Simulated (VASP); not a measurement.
# AlIn2N3 (Cmc2_1) in VASP: further runs

The runs below take AlIn2N3 through single point, relaxation of cell and atoms, with PBEsol.

Program: VASP 6.6.1. These are calculated values, not measurements. Logs are shortened: lines on timing, memory, paths and dates and some standing lists are left out, and cuts for length are marked.

### 1 The cell of the first run

Symmetry: Cmc2_1, No. 36, orthorhombic system. The conventional cell has a = 10.340 Å, b = 5.951 Å, c = 5.527 Å, α = 90.00°, β = 90.00°, γ = 90.00°. Al (site symmetry m) has 4 N at 1.92 to 1.94 Å within 2.5 Å. In (site symmetry 1) has 4 N at 2.19 to 2.20 Å within 2.9 Å. N (site symmetry 1) has 1 Al at 1.92 Å and 3 In at 2.19 to 2.20 Å within 2.5 Å. N (site symmetry m) has 2 Al at 1.93 to 1.94 Å and 2 In at 2.19 Å within 2.6 Å.

### 2 Single point, PBEsol (equal strain along all axes, cell held: +1.5 %, then relaxed in part)

Input file INCAR:

```
PREC = Accurate ; ENCUT = 520
EDIFF = 1E-7 ; ISMEAR = 0
SIGMA = 0.02 ; LREAL = False
LASPH = True ; NELM = 100
ALGO = Normal ; ISIF = 2
LWAVE = False ; LCHARG = False
GGA = PS ; NBANDS = 56
```

Input file KPOINTS:

```
Automatic mesh
0
Gamma
  6 6 6
```

Input file POSCAR:

```
AlIn2N3
1.0
    5.1699066629     -2.9752769101      0.0000000000
    5.1699066629      2.9752769101      0.0000000000
    0.0000000000      0.0000000000      5.5266915839
Al In N
2 4 6
Direct
    0.3410806137      0.6589193863      0.9892764841
    0.6589193863      0.3410806137      0.4892764841
    0.9893223274      0.3349808435      0.9874417509
    0.6650191565      0.0106776726      0.9874417509
    0.0106776726      0.6650191565      0.4874417509
    0.3349808435      0.9893223274      0.4874417509
    0.9699832729      0.3332470707      0.3844582762
    0.6667529293      0.0300167271      0.3844582762
    0.0300167271      0.6667529293      0.8844582762
    0.3332470707      0.9699832729      0.8844582762
    0.3665166975      0.6334833025      0.3389234616
    0.6334833025      0.3665166975      0.8389234616
```

Potentials or basis: VASP PAW PBE potentials, release 64 (Al, In_d, N).

Started as:

```console
cat potpaw_PBE.64/Al/POTCAR potpaw_PBE.64/In_d/POTCAR potpaw_PBE.64/N/POTCAR > POTCAR
mpirun -np 1 vasp_std > vasp.out
```

OUTCAR:

```text
PREC = Accurate
   ENCUT = 520
   EDIFF = 1E-7
   ISMEAR = 0
   LREAL = False
   LASPH = True
   NELM = 100
   ISIF = 2
   GGA = PS

 ion  position               nearest neighbor table
   1  0.341  0.659  0.989-   9 1.92  10 1.92  12 1.93  11 1.94   4 3.34   3 3.34   2 3.35   2 3.35
                             5 3.38   6 3.38   5 3.39   6 3.39   3 3.49   4 3.49   3 3.49   4 3.49
   2  0.659  0.341  0.489-   7 1.92   8 1.92  11 1.93  12 1.94   5 3.34   6 3.34   1 3.35   1 3.35
                             4 3.38   3 3.38   4 3.39   3 3.39   6 3.49   5 3.49   6 3.49   5 3.49
   3  0.989  0.335  0.987-   9 2.19  10 2.19  12 2.19   7 2.20   1 3.34   4 3.35   2 3.38   2 3.39
                             5 3.43   5 3.43   6 3.44   6 3.44   4 3.49   4 3.49   1 3.49   1 3.49
   4  0.665  0.011  0.987-  10 2.19   9 2.19  12 2.19   8 2.20   1 3.34   3 3.35   2 3.38   2 3.39
                             6 3.43   6 3.43   5 3.44   5 3.44   3 3.49   3 3.49   1 3.49   1 3.49
   5  0.011  0.665  0.487-   7 2.19   8 2.19  11 2.19   9 2.20   2 3.34   6 3.35   1 3.38   1 3.39
                             3 3.43   3 3.43   4 3.44   4 3.44   6 3.49   6 3.49   2 3.49   2 3.49
   6  0.335  0.989  0.487-   8 2.19   7 2.19  11 2.19  10 2.20   2 3.34   5 3.35   1 3.38   1 3.39
                             4 3.43   4 3.43   3 3.44   3 3.44   5 3.49   5 3.49   2 3.49   2 3.49
   7  0.970  0.333  0.384-   2 1.92   5 2.19   6 2.19   3 2.20
   8  0.667  0.030  0.384-   2 1.92   6 2.19   5 2.19   4 2.20
   9  0.030  0.667  0.884-   1 1.92   3 2.19   4 2.19   5 2.20
  10  0.333  0.970  0.884-   1 1.92   4 2.19   3 2.19   6 2.20
  11  0.367  0.633  0.339-   2 1.93   1 1.94   5 2.19   6 2.19
  12  0.633  0.367  0.839-   1 1.93   2 1.94   4 2.19   3 2.19

  LATTYP: Found a base centered orthorhombic cell.
 ALAT       =     5.9505538202
 B/A-ratio  =     1.7376220161
 C/A-ratio  =     0.9287692794

  Lattice vectors:

 A1 = (  -5.1699066629,  -2.9752769101,   0.0000000000)
 A2 = (   5.1699066629,  -2.9752769101,   0.0000000000)
 A3 = (   0.0000000000,   0.0000000000,   5.5266915839)

Analysis of symmetry for initial positions (statically):
=====================================================================
 Subroutine PRICEL returns:
 Original cell was already a primitive cell.

 Routine SETGRP: Setting up the symmetry group for a
 base centered orthorhombic supercell.

 Subroutine GETGRP returns: Found  4 space group operations
 (whereof  2 operations were pure point group operations)
 out of a pool of  8 trial point group operations.

The static configuration has the point symmetry C_1h.
 The point group associated with its full space group is C_2v.

Analysis of symmetry for dynamics (positions and initial velocities):
=====================================================================
 Subroutine PRICEL returns:
 Original cell was already a primitive cell.

 Routine SETGRP: Setting up the symmetry group for a
 base centered orthorhombic supercell.

 Subroutine GETGRP returns: Found  4 space group operations
 (whereof  2 operations were pure point group operations)
 out of a pool of  8 trial point group operations.

The dynamic configuration has the point symmetry C_1h.
 The point group associated with its full space group is C_2v.

 Subroutine INISYM returns: Found  4 space group operations
 (whereof  2 operations are pure point group operations),
 and found     1 'primitive' translations

----------------------------------------------------------------------------------------

                                     Primitive cell

  volume of cell :     170.0221

  direct lattice vectors                    reciprocal lattice vectors
     5.169906663 -2.975276910  0.000000000     0.096713545 -0.168051585  0.000000000
     5.169906663  2.975276910  0.000000000     0.096713545  0.168051585  0.000000000
     0.000000000  0.000000000  5.526691584     0.000000000  0.000000000  0.180940077

  length of vectors
     5.964914718  5.964914718  5.526691584     0.193893901  0.193893901  0.180940077

  position of ions in fractional coordinates (direct lattice)
     0.341080614  0.658919386  0.989276484
     0.658919386  0.341080614  0.489276484
     0.989322327  0.334980843  0.987441751
     0.665019157  0.010677673  0.987441751
     0.010677673  0.665019157  0.487441751
     0.334980843  0.989322327  0.487441751
     0.969983273  0.333247071  0.384458276
     0.666752929  0.030016727  0.384458276
     0.030016727  0.666752929  0.884458276
     0.333247071  0.969983273  0.884458276
     0.366516698  0.633483302  0.338923462
     0.633483302  0.366516698  0.838923462

  ion indices of the primitive-cell ions
   primitive index   ion index
                 1           1
                 2           2
                 3           3
                 4           4
                 5           5
                 6           6
                 7           7
                 8           8
                 9           9
                10          10
                11          11
                12          12

----------------------------------------------------------------------------------------

 KPOINTS: Automatic mesh

Automatic generation of k-mesh.
 Grid dimensions read from file:
 generate k-points for:    6    6    6

 Generating k-lattice:

  Cartesian coordinates                     Fractional coordinates (reciprocal lattice)
     0.016118924 -0.028008597  0.000000000     0.166666667  0.000000000  0.000000000
     0.016118924  0.028008597  0.000000000     0.000000000  0.166666667  0.000000000
     0.000000000  0.000000000  0.030156679     0.000000000  0.000000000  0.166666667

  Length of vectors
     0.032315650  0.032315650  0.030156679

  Shift w.r.t. Gamma in fractional coordinates (k-lattice)
     0.000000000  0.000000000  0.000000000

 Subroutine IBZKPT returns following result:
 ===========================================

 Found     52 irreducible k-points:

 Following reciprocal coordinates:
            Coordinates               Weight
  0.000000  0.000000  0.000000      1.000000
  0.166667 -0.000000  0.000000      4.000000
  0.333333 -0.000000  0.000000      4.000000
  0.500000 -0.000000  0.000000      2.000000
  0.166667  0.166667  0.000000      2.000000
  0.333333  0.166667  0.000000      4.000000
[... 16 lines left out ...]
  0.333333  0.333333  0.166667      4.000000
  0.500000  0.333333  0.166667      8.000000
 [... further k-points ...]
   k-points           NKPTS =     52   k-points in BZ     NKDIM =     52   number of bands    NBANDS=     56
   number of dos      NEDOS =    301   number of ions     NIONS =     12
   total plane-waves  NPLWV =  96768
   dimension x,y,z NGX =    48 NGY =   48 NGZ =   42
   dimension x,y,z NGXF=    96 NGYF=   96 NGZF=   84
   ions per type =               2   4   6
   NGX,Y,Z   is equivalent  to a cutoff of  13.38, 13.38, 12.63 a.u.
   NGXF,Y,Z  is equivalent  to a cutoff of  26.76, 26.76, 25.27 a.u.
 SYSTEM =  unknown system
   PREC   = accura    normal or accurate (medium, high low for compatibility)
   ISTART =      0    job   : 0-new  1-cont  2-samecut
   ICHARG =      2    charge: 1-file 2-atom 10-const
   ISPIN  =      1    spin polarized calculation?
   LNONCOLLINEAR =      F non collinear calculations
   LSORBIT =      F    spin-orbit coupling
   LASPH  =      T    aspherical Exc in radial PAW
   ENCUT  =  520.0 eV  38.22 Ry    6.18 a.u.  11.09 11.09 10.28*2*pi/ulx,y,z
   NELM   =    100;   NELMIN=  2; NELMDL= -5     # of ELM steps
   EDIFF  = 0.1E-06   stopping-criterion for ELM
   LREAL  =      F    real-space projection
   EDIFFG = 0.1E-05   stopping-criterion for IOM
   NSW    =      0    number of steps for IOM
   IBRION =     -1    ionic relax: 0-MD 1-quasi-New 2-CG
   NFREE  =      0    steps in history (QN), initial steepest desc. (CG)
   ISIF   =      2    stress and relaxation
   ISYM   =      2    0-nonsym 1-usesym 2-fastsym
   POTIM  = 0.5000    time-step for ionic-motion
   TEBEG  =    0.0;   TEEND  =   0.0 temperature during run
   PSTRESS=    0.0 pullay stress
   NELECT =      88.0000    total number of electrons
   NUPDOWN=      -1.0000    fix difference up-down
   EMIN   =  10.00;   EMAX   =-10.00  energy-range for DOS
   EFERMI =   0.00;   METHOD = LEGACY
   ISMEAR =     0;   SIGMA  =   0.02  broadening in eV -4-tet -1-fermi 0-gaus
   EFERMI_NEDOS =   21; number of points for ismear=-14 and -15
   IALGO  =     38    algorithm
   IMIX   =      4    mixing-type and parameters
     AMIX     =   0.40;   BMIX     =  1.00
     AMIX_MAG =   1.60;   BMIX_MAG =  1.00
  volume/ion in A,a.u.               =      14.17        95.61
  Fermi-wavevector in a.u.,A,eV,Ry     =   1.314419  2.483892 23.506762  1.727698
  Thomas-Fermi vector in A             =   2.444674
   LORBIT       =      0    0 simple, 1 ext, 2 COOP (PROOUT), +10 PAW based schemes
   GGA     = PS    functional components
   LHFCALC =     F    Hartree Fock is set to
   AEXX    =    0.0000 exact exchange contribution
   IVDW    =     0    specifies the selected vdW correction
   LEPSILON=     F    determine dielectric tensor
   LRPA    =     F    only Hartree local field effects (RPA)
 non-spin polarized calculation
 Gauss-broadening in eV      SIGMA  =   0.02
  energy-cutoff  :      520.00
  volume of cell :      170.02
 maximum number of plane-waves:      4600
 NGX is ok and might be reduce to    48
   NGX = 23   NGY = 23   NGZ = 21

 number of electron      88.0000020 magnetization

 Free energy of the ion-electron system (eV)
  ---------------------------------------------------
  ext. energy  EPLUGINS =         0.00000000
  ---------------------------------------------------
  free energy    TOTEN  =       -77.36246607 eV

  energy without entropy =      -77.36246607  energy(sigma->0) =      -77.36246607

 E-fermi :   5.9435     XC(G=0): -10.8935

 val. band max:        5.8445789355   @ k =   0.0000   0.0000   0.0000
 cond. band min:       6.6142962327   @ k =   0.0000   0.0000   0.0000
 fundamental gap:      0.7697172972
 Fermi energy:         5.9435105684

 k-point     1 :       0.0000    0.0000    0.0000
  band No.  band energies     occupation
      1      -8.5280      2.00000
      2      -8.4883      2.00000
      3      -8.3107      2.00000
      4      -8.3029      2.00000
      5      -8.1417      2.00000
      6      -7.9709      2.00000
[... 48 lines left out ...]
     55      14.0961      0.00000
     56      14.8005      0.00000

 k-point     2 :       0.1667   -0.0000    0.0000
  band No.  band energies     occupation
      1      -8.5547      2.00000
      2      -8.4340      2.00000
      3      -8.3187      2.00000
      4      -8.2656      2.00000
      5      -8.1530      2.00000
      6      -7.9583      2.00000
[... 48 lines left out ...]
     55      14.1117      0.00000
     56      14.6330      0.00000

 k-point     3 :       0.3333   -0.0000    0.0000
  band No.  band energies     occupation
      1      -8.5773      2.00000
      2      -8.3884      2.00000
      3      -8.2983      2.00000
      4      -8.2036      2.00000
      5      -8.1654      2.00000
      6      -7.9293      2.00000
[... 1172 lines left out ...]
 k-point    23 :       0.3333    0.3333    0.1667
  band No.  band energies     occupation
      1      -8.5343      2.00000
      2      -8.4455      2.00000
      3      -8.3077      2.00000
      4      -8.1612      2.00000
      5      -8.0530      2.00000
      6      -7.9940      2.00000
[... 48 lines left out ...]
     55      13.9327      0.00000
     56      14.1162      0.00000

 k-point    24 :       0.5000    0.3333    0.1667
  band No.  band energies     occupation
      1      -8.5572      2.00000
      2      -8.4252      2.00000
      3      -8.3023      2.00000
      4      -8.1312      2.00000
      5      -8.0419      2.00000
      6      -7.9800      2.00000
[... 48 lines left out ...]
     55      13.8865      0.00000
     56      14.1903      0.00000

 [... further k-points ...]
[... 5 lines left out ...]
  --------------------------------------------------------------------------------------
  -------------------------------------------------------------------------------------
  Total       -6.7439324     -6.6594634     -6.4302937      0.0000000      0.0000000      0.0000000
  in kB      -63.5504263    -62.7544461    -60.5948998      0.0000000      0.0000000      0.0000000
  external PRESSURE =     -62.2999241 kB  Pullay stress =       0.0000000 kB

 VOLUME and BASIS-vectors are now :
 -----------------------------------------------------------------------------
  energy-cutoff  :      520.00
  volume of cell :      170.02
      direct lattice vectors                 reciprocal lattice vectors
     5.169906663 -2.975276910  0.000000000     0.096713545 -0.168051585  0.000000000
     5.169906663  2.975276910  0.000000000     0.096713545  0.168051585  0.000000000
     0.000000000  0.000000000  5.526691584     0.000000000  0.000000000  0.180940077

 POSITION                                       TOTAL-FORCE (eV/Angst)
 -----------------------------------------------------------------------------------
      5.16991      0.94566      5.46743         0.000000      0.001374     -0.007226
      5.16991     -0.94566      2.70408         0.000000     -0.001374     -0.007226
      6.84652     -1.94685      5.45729        -0.000231      0.001726     -0.000573
      3.49329     -1.94685      5.45729         0.000231      0.001726     -0.000573
      3.49329      1.94685      2.69394         0.000231     -0.001726     -0.000573
      6.84652      1.94685      2.69394        -0.000231     -0.001726     -0.000573
      6.73758     -1.89447      2.12478        -0.020310      0.012471      0.008247
      3.60223     -1.89447      2.12478         0.020310      0.012471      0.008247
      3.60223      1.89447      4.88813         0.020310     -0.012471      0.008247
      6.73758      1.89447      4.88813        -0.020310     -0.012471      0.008247
      5.16991      0.79430      1.87313         0.000000     -0.020285     -0.008122
      5.16991     -0.79430      4.63647         0.000000      0.020285     -0.008122
 -----------------------------------------------------------------------------------
    total drift:                                0.000000     -0.000000      0.001541

  FREE ENERGIE OF THE ION-ELECTRON SYSTEM (eV)
  ---------------------------------------------------
  free  energy   TOTEN  =       -77.3624660687 eV

  energy  without entropy=      -77.3624660687  energy(sigma->0) =      -77.36246607
```

Wall time 19 min (1 thread of Intel Xeon 8259CL, shared host); peak memory 0.55 GiB.

Results:

- Free energy: -77.3625 eV
- Pressure: -6.2 GPa
- Largest force: 0.025 eV/Å
- Band gap on the k mesh: 0.77 eV

Forces in eV/Å, atoms in the order of the input:
```
Al   0.000  0.001 -0.007
Al   0.000 -0.001 -0.007
In   0.000  0.002 -0.001
In   0.000  0.002 -0.001
In   0.000 -0.002 -0.001
In   0.000 -0.002 -0.001
N   -0.020  0.012  0.008
N    0.020  0.012  0.008
N    0.020 -0.012  0.008
N   -0.020 -0.012  0.008
N    0.000 -0.020 -0.008
N    0.000  0.020 -0.008
```

Stress tensor (GPa, compression positive):
```
-6.36  0.00  0.00
 0.00 -6.28  0.00
 0.00  0.00 -6.06
```

Levels at points of the mesh, in eV from the valence-band top:
| k point | band 41 | band 42 | band 43 | band 44 | band 45 | band 46 | band 47 | band 48 |
| --- | --- | --- | --- | --- | --- | --- | --- | --- |
| (0.00, 0.00, 0.00) | -0.61 | -0.04 | -0.01 | 0.00 | 0.77 | 3.31 | 4.85 | 5.17 |
| (0.50, 0.00, 0.00) | -0.73 | -0.64 | -0.60 | -0.43 | 3.43 | 3.49 | 4.54 | 4.67 |
| (0.50, 0.50, 0.00) | -0.76 | -0.71 | -0.49 | -0.39 | 3.43 | 3.52 | 4.11 | 5.12 |
| (0.00, 0.00, 0.50) | -0.33 | -0.33 | -0.25 | -0.25 | 3.04 | 3.04 | 5.71 | 5.71 |
| (0.50, 0.00, 0.50) | -0.98 | -0.98 | -0.90 | -0.90 | 3.79 | 3.79 | 4.32 | 4.32 |
| (0.50, 0.50, 0.50) | -1.02 | -1.02 | -0.74 | -0.74 | 3.87 | 3.87 | 4.34 | 4.34 |

Caveat: the cell differs from its parent crystal (equal strain along all axes, cell held: +1.5 %, then relaxed in part); the cell stands under tension; semilocal functionals underestimate gaps, and a narrow one can read as zero; the PAW data sets were made with another functional, which shifts forces and pressure a little; spin-orbit coupling is left out, which moves the levels of the heavy elements.

[end of part 1 of 3]
